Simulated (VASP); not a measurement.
# Si2W (P6_222) in VASP: notebook

The runs below take Si2W through single point, with PBE.

Everything below comes from runs of VASP 6.6.1. Logs are shortened: lines on timing, memory, paths and dates and some standing lists are left out, and cuts for length are marked.

**1. The cell of the first run**

Symmetry: P6_222, No. 180, hexagonal system. The conventional cell has a = 4.566 Å, b = 4.566 Å, c = 6.788 Å, α = 90.00°, β = 90.00°, γ = 120.00°. Si (site symmetry 2) has 5 W at 2.61 to 2.65 Å and 9 Si at 2.61 to 3.25 Å within 3.4 Å. Within 3.4 Å of W (site symmetry 222) lie 10 Si at 2.61 to 2.65 Å and 4 W at 3.21 Å.

**2. Single point, PBE**

INCAR reads:

```
PREC = Accurate
ENCUT = 520
EDIFF = 1E-6
ISMEAR = 0
SIGMA = 0.03
LREAL = F
LASPH = T
NELM = 60
ALGO = Normal
ISIF = 2
LWAVE = F
LCHARG = F
GGA = PE
NBANDS = 43
```

KPOINTS reads:

```
regular mesh
0
Gamma
  9 9 6
```

POSCAR reads:

```
Si2W
1.0
    4.5661651910      0.0000000000      0.0000000000
   -2.2830825955      3.9544150533      0.0000000000
    0.0000000000      0.0000000000      6.7880611730
Si W
6 3
Direct
    0.8300872726      0.6601745453      0.5000000000
    0.1699127274      0.8300872726      0.8333333333
    0.6601745453      0.8300872726      0.1666666667
    0.1699127274      0.3398254547      0.5000000000
    0.8300872726      0.1699127274      0.8333333333
    0.3398254547      0.1699127274      0.1666666667
    0.0000000000      0.5000000000      0.1666666667
    0.5000000000      0.5000000000      0.8333333333
    0.5000000000      0.0000000000      0.5000000000
```

Potentials or basis: VASP PAW PBE potentials, release 64 (Si, W_sv).

Started as:

```console
> cat potpaw_PBE.64/Si/POTCAR potpaw_PBE.64/W_sv/POTCAR > POTCAR
> mpirun -np 1 vasp_std > vasp.out
```

OUTCAR:

```text
PREC = Accurate
   ENCUT = 520
   EDIFF = 1E-6
   ISMEAR = 0
   LREAL = F
   LASPH = T
   NELM = 60
   ISIF = 2
   GGA = PE

 ion  position               nearest neighbor table
   1  0.830  0.660  0.500-   9 2.61   4 2.61   4 2.61   8 2.61   7 2.61   3 2.63   2 2.63   9 2.65
                             9 2.65   4 2.69
   2  0.170  0.830  0.833-   8 2.61   5 2.61   5 2.61   9 2.61   7 2.61   1 2.63   6 2.63   8 2.65
                             8 2.65   5 2.69
   3  0.660  0.830  0.167-   7 2.61   6 2.61   6 2.61   9 2.61   8 2.61   1 2.63   5 2.63   7 2.65
                             7 2.65   6 2.69
   4  0.170  0.340  0.500-   9 2.61   1 2.61   1 2.61   8 2.61   7 2.61   6 2.63   5 2.63   9 2.65
                             9 2.65   1 2.69
   5  0.830  0.170  0.833-   8 2.61   2 2.61   2 2.61   9 2.61   7 2.61   4 2.63   3 2.63   8 2.65
                             8 2.65   2 2.69
   6  0.340  0.170  0.167-   7 2.61   3 2.61   3 2.61   9 2.61   8 2.61   4 2.63   2 2.63   7 2.65
                             7 2.65   3 2.69
   7  0.000  0.500  0.167-   3 2.61   6 2.61   4 2.61   1 2.61   5 2.61   2 2.61   6 2.65   3 2.65
                             3 2.65   6 2.65   9 3.21   9 3.21   8 3.21   8 3.21
   8  0.500  0.500  0.833-   2 2.61   5 2.61   4 2.61   1 2.61   3 2.61   6 2.61   2 2.65   5 2.65
                             2 2.65   5 2.65   9 3.21   9 3.21   7 3.21   7 3.21
   9  0.500  0.000  0.500-   1 2.61   4 2.61   5 2.61   2 2.61   6 2.61   3 2.61   4 2.65   1 2.65
                             4 2.65   1 2.65   7 3.21   8 3.21   8 3.21   7 3.21

  LATTYP: Found a hexagonal cell.
 ALAT       =     4.5661651910
 C/A-ratio  =     1.4866000000

  Lattice vectors:

 A1 = (   4.5661651910,   0.0000000000,   0.0000000000)
 A2 = (  -2.2830825955,   3.9544150533,   0.0000000000)
 A3 = (   0.0000000000,   0.0000000000,   6.7880611730)

Analysis of symmetry for initial positions (statically):
=====================================================================
 Subroutine PRICEL returns:
 Original cell was already a primitive cell.

 Routine SETGRP: Setting up the symmetry group for a
 hexagonal supercell.

 Subroutine GETGRP returns: Found 12 space group operations
 (whereof  4 operations were pure point group operations)
 out of a pool of 24 trial point group operations.

The static configuration has the point symmetry D_2 .
 The point group associated with its full space group is D_6 .

Analysis of symmetry for dynamics (positions and initial velocities):
=====================================================================
 Subroutine PRICEL returns:
 Original cell was already a primitive cell.

 Routine SETGRP: Setting up the symmetry group for a
 hexagonal supercell.

 Subroutine GETGRP returns: Found 12 space group operations
 (whereof  4 operations were pure point group operations)
[... 126 lines left out ...]
   TEBEG  =    0.0;   TEEND  =   0.0 temperature during run
   PSTRESS=    0.0 pullay stress
   NELECT =      66.0000    total number of electrons
   NUPDOWN=      -1.0000    fix difference up-down
   EMIN   =  10.00;   EMAX   =-10.00  energy-range for DOS
   EFERMI =   0.00;   METHOD = LEGACY
   ISMEAR =     0;   SIGMA  =   0.03  broadening in eV -4-tet -1-fermi 0-gaus
   EFERMI_NEDOS =   21; number of points for ismear=-14 and -15
   IALGO  =     38    algorithm
   IMIX   =      4    mixing-type and parameters
     AMIX     =   0.40;   BMIX     =  1.00
     AMIX_MAG =   1.60;   BMIX_MAG =  1.00
  volume/ion in A,a.u.               =      13.62        91.90
  Fermi-wavevector in a.u.,A,eV,Ry     =   1.331873  2.516876 24.135194  1.773887
  Thomas-Fermi vector in A             =   2.460851
   LORBIT       =      0    0 simple, 1 ext, 2 COOP (PROOUT), +10 PAW based schemes
   GGA     = PE    functional components
   LHFCALC =     F    Hartree Fock is set to
   AEXX    =    0.0000 exact exchange contribution
   IVDW    =     0    specifies the selected vdW correction
   LEPSILON=     F    determine dielectric tensor
   LRPA    =     F    only Hartree local field effects (RPA)
 non-spin polarized calculation
 Gauss-broadening in eV      SIGMA  =   0.03
  energy-cutoff  :      520.00
  volume of cell :      122.57
 maximum number of plane-waves:      3338
 NGX is ok and might be reduce to    36

 number of electron      66.0000000 magnetization

 Free energy of the ion-electron system (eV)
  ---------------------------------------------------
  ext. energy  EPLUGINS =         0.00000000
  ---------------------------------------------------
  free energy    TOTEN  =       -73.65492546 eV

  energy without entropy =      -73.65492546  energy(sigma->0) =      -73.65492546

 E-fermi :  12.2457     XC(G=0): -12.4762

 val. band max:       12.1020336742   @ k =   0.4444   0.0000   0.5000
 cond. band min:      12.3805268875   @ k =   0.4444   0.0000   0.0000
 fundamental gap:      0.2784932132
 Fermi energy:        12.2457014076

 k-point     1 :       0.0000    0.0000    0.0000
  band No.  band energies     occupation
      1     -61.9565      2.00000
      2     -61.9453      2.00000
      3     -61.9453      2.00000
      4     -26.3486      2.00000
      5     -26.3465      2.00000
      6     -26.3465      2.00000
[... 1093 lines left out ...]
     42      15.1673      0.00000
     43      15.8618      0.00000

 [... further k-points ...]
[... 5 lines left out ...]
  --------------------------------------------------------------------------------------
  -------------------------------------------------------------------------------------
  Total        2.2688201      2.2688201     -3.3975074     -0.0000000     -0.0000000      0.0000000
  in kB       29.6572600     29.6572600    -44.4110847     -0.0000000     -0.0000000      0.0000000
  external PRESSURE =       4.9678118 kB  Pullay stress =       0.0000000 kB

 VOLUME and BASIS-vectors are now :
 -----------------------------------------------------------------------------
  energy-cutoff  :      520.00
  volume of cell :      122.57
      direct lattice vectors                 reciprocal lattice vectors
     4.566165191  0.000000000  0.000000000     0.219002151  0.126440951  0.000000000
    -2.283082595  3.954415053  0.000000000     0.000000000  0.252881902  0.000000000
     0.000000000  0.000000000  6.788061173     0.000000000  0.000000000  0.147317470

 POSITION                                       TOTAL-FORCE (eV/Angst)
 -----------------------------------------------------------------------------------
      2.28308      2.61060      3.39403         0.000000      0.804330     -0.000000
     -1.11931      3.28251      5.65672        -0.696570      0.402165     -0.000000
      1.11931      3.28251      1.13134         0.696570      0.402165     -0.000000
      0.00000      1.34381      3.39403         0.000000     -0.804330     -0.000000
      3.40239      0.67191      5.65672         0.696570     -0.402165     -0.000000
      1.16377      0.67191      1.13134        -0.696570     -0.402165     -0.000000
     -1.14154      1.97721      1.13134         0.000000     -0.000000      0.000000
      1.14154      1.97721      5.65672         0.000000      0.000000      0.000000
      2.28308      0.00000      3.39403         0.000000     -0.000000     -0.000000
 -----------------------------------------------------------------------------------
    total drift:                               -0.000000      0.000000      0.000000

  FREE ENERGIE OF THE ION-ELECTRON SYSTEM (eV)
  ---------------------------------------------------
  free  energy   TOTEN  =       -73.6549254585 eV

  energy  without entropy=      -73.6549254585  energy(sigma->0) =      -73.65492546
```

stdout:

```text
POSCAR found type information on POSCAR SiW
 POSCAR found :  2 types and       9 ions
 scaLAPACK will be used
 LDA part: xc-table for (Slater+PW92), standard interpolation
 POSCAR, INCAR and KPOINTS ok, starting setup
 FFT: planning ... GRIDC
 FFT: planning ... GRID_SOFT
 FFT: planning ... GRID
 WAVECAR not read
 entering main loop
```

It took 2.5 min on 1 thread of Intel Xeon Platinum 8488C (Sapphire Rapids), shared host; peak memory 0.36 GiB.

What came out:

* Free energy: -73.6549 eV
* Pressure: 0.5 GPa
* Largest force: 0.804 eV/Å
* Band gap on the k mesh: 0.28 eV (least direct gap 0.85 eV)

Forces on the atoms (eV/Å):
```
Si   0.000  0.804  0.000
Si  -0.697  0.402  0.000
Si   0.697  0.402  0.000
Si   0.000 -0.804  0.000
Si   0.697 -0.402  0.000
Si  -0.697 -0.402  0.000
W    0.000  0.000  0.000
W    0.000  0.000  0.000
W    0.000  0.000  0.000
```

Stress tensor (GPa, compression positive):
```
 2.97  0.00  0.00
 0.00  2.97  0.00
 0.00  0.00 -4.44
```

Caveat: spin-orbit coupling is left out, which moves the levels of the heavy elements; an odd mesh through Γ misses points on the zone boundary, where band edges can lie.

**3. Single point, PBE**

This run uses another cell than the first one, of the same volume but with other edges.

INCAR reads:

```
SYSTEM = Si2W
ALGO = Normal ; EDIFF = 1E-6
ENCUT = 520 ; GGA = PE
ISIF = 2 ; ISMEAR = 0
LASPH = .TRUE. ; LCHARG = .FALSE.
LREAL = .FALSE. ; LWAVE = .FALSE.
NBANDS = 43 ; NELM = 60
PREC = Accurate ; SIGMA = 0.03
```

KPOINTS reads:

```
k-points
0
G
  9 9 6
  0 0 0
```

POSCAR reads:

```
Si2W
1.0
    4.4975331999      0.0000000000      0.0000000000
   -2.2487666000      3.8949780055      0.0000000000
    0.0000000000      0.0000000000      6.9968123992
Si W
6 3
Direct
    0.8488551621      0.6977103243      0.5000000000
    0.1511448379      0.8488551621      0.8333333333
    0.6977103243      0.8488551621      0.1666666667
    0.1511448379      0.3022896757      0.5000000000
    0.8488551621      0.1511448379      0.8333333333
    0.3022896757      0.1511448379      0.1666666667
    0.0000000000      0.5000000000      0.1666666667
    0.5000000000      0.5000000000      0.8333333333
    0.5000000000      0.0000000000      0.5000000000
```

Potentials or basis: VASP PAW PBE potentials, release 64 (Si, W_sv).

Started as:

```console
> cat potpaw_PBE.64/Si/POTCAR potpaw_PBE.64/W_sv/POTCAR > POTCAR
> mpirun -np 1 vasp_std > vasp.out
```

OUTCAR:

```text
SYSTEM = Si2W
   EDIFF = 1E-6
   ENCUT = 520
   GGA = PE
   ISIF = 2
   ISMEAR = 0
   LASPH = .TRUE.
   LREAL = .FALSE.
   NELM = 60
   PREC = Accurate

 ion  position               nearest neighbor table
   1  0.849  0.698  0.500-   4 2.35   9 2.54   9 2.54   3 2.61   2 2.61   8 2.70   7 2.70   9 2.72
                             4 2.73   4 2.73   6 3.10   5 3.10
   2  0.151  0.849  0.833-   5 2.35   8 2.54   8 2.54   1 2.61   6 2.61   9 2.70   7 2.70   8 2.72
                             5 2.73   5 2.73   4 3.10   3 3.10
   3  0.698  0.849  0.167-   6 2.35   7 2.54   7 2.54   1 2.61   5 2.61   9 2.70   8 2.70   7 2.72
                             6 2.73   6 2.73   4 3.10   2 3.10
   4  0.151  0.302  0.500-   1 2.35   9 2.54   9 2.54   6 2.61   5 2.61   8 2.70   7 2.70   9 2.72
                             1 2.73   1 2.73   3 3.10   2 3.10
   5  0.849  0.151  0.833-   2 2.35   8 2.54   8 2.54   4 2.61   3 2.61   9 2.70   7 2.70   8 2.72
                             2 2.73   2 2.73   1 3.10   6 3.10
   6  0.302  0.151  0.167-   3 2.35   7 2.54   7 2.54   4 2.61   2 2.61   9 2.70   8 2.70   7 2.72
                             3 2.73   3 2.73   1 3.10   5 3.10
   7  0.000  0.500  0.167-   3 2.54   6 2.54   6 2.54   3 2.54   1 2.70   4 2.70   2 2.70   5 2.70
                             3 2.72   6 2.72   9 3.24   9 3.24   8 3.24   8 3.24
[... 214 lines left out ...]
  band No.  band energies     occupation
      1     -61.9875      2.00000
      2     -61.9777      2.00000
      3     -61.9777      2.00000
      4     -26.3682      2.00000
      5     -26.3682      2.00000
      6     -26.3385      2.00000
[... 1093 lines left out ...]
     42      15.4624      0.00000
     43      16.0127      0.00000

 [... further k-points ...]
[... 5 lines left out ...]
  --------------------------------------------------------------------------------------
  -------------------------------------------------------------------------------------
  Total        7.5943347      7.5943347     -8.8534403     -0.0000000      0.0000000      0.0000000
  in kB       99.2706119     99.2706119   -115.7292211     -0.0000000      0.0000000      0.0000000
  external PRESSURE =      27.6040009 kB  Pullay stress =       0.0000000 kB

 VOLUME and BASIS-vectors are now :
 -----------------------------------------------------------------------------
  energy-cutoff  :      520.00
  volume of cell :      122.57
      direct lattice vectors                 reciprocal lattice vectors
     4.497533200  0.000000000  0.000000000     0.222344106  0.128370430  0.000000000
    -2.248766600  3.894978006  0.000000000     0.000000000  0.256740859  0.000000000
     0.000000000  0.000000000  6.996812399     0.000000000  0.000000000  0.142922226

 POSITION                                       TOTAL-FORCE (eV/Angst)
 -----------------------------------------------------------------------------------
      2.24877      2.71757      3.49841         0.000000     -2.277373     -0.000000
     -1.22910      3.30627      5.83068         1.972263     -1.138686      0.000000
      1.22910      3.30627      1.16614        -1.972263     -1.138686     -0.000000
      0.00000      1.17741      3.49841        -0.000000      2.277373      0.000000
      3.47786      0.58871      5.83068        -1.972263      1.138686      0.000000
      1.01967      0.58871      1.16614         1.972263      1.138686      0.000000
     -1.12438      1.94749      1.16614         0.000000      0.000000      0.000000
      1.12438      1.94749      5.83068         0.000000      0.000000     -0.000000
      2.24877      0.00000      3.49841         0.000000      0.000000      0.000000
 -----------------------------------------------------------------------------------
    total drift:                                0.000000     -0.000000      0.000000

  FREE ENERGIE OF THE ION-ELECTRON SYSTEM (eV)
  ---------------------------------------------------
  free  energy   TOTEN  =       -72.8060122822 eV

  energy  without entropy=      -72.8058918103  energy(sigma->0) =      -72.80595205
```

stdout:

```text
POSCAR found type information on POSCAR SiW
 POSCAR found :  2 types and       9 ions
 scaLAPACK will be used
 LDA part: xc-table for (Slater+PW92), standard interpolation
 POSCAR, INCAR and KPOINTS ok, starting setup
 FFT: planning ... GRIDC
 FFT: planning ... GRID_SOFT
 FFT: planning ... GRID
 WAVECAR not read
 entering main loop
```

Run time: 2.5 min. Hardware: 1 thread of Intel Xeon Platinum 8488C (Sapphire Rapids), shared host; peak memory 0.36 GiB.

What came out:

| Item | Value |
| --- | --- |
| Free energy | -72.8060 eV |
| Pressure | 2.8 GPa |
| Largest force | 2.277 eV/Å |
| Band gap on the k mesh | 0.08 eV (least direct gap 0.89 eV) |

Forces in eV/Å, atoms in the order of the input:
```
Si   0.000 -2.277  0.000
Si   1.972 -1.139  0.000
Si  -1.972 -1.139  0.000
Si   0.000  2.277  0.000
Si  -1.972  1.139  0.000
Si   1.972  1.139  0.000
W    0.000  0.000  0.000
W    0.000  0.000  0.000
W    0.000  0.000  0.000
```

Caveat: spin-orbit coupling is left out, which moves the levels of the heavy elements; an odd mesh through Γ misses points on the zone boundary, where band edges can lie; forces of over 1 eV/Å act on the atoms, so gaps and moduli don't describe the material at rest.
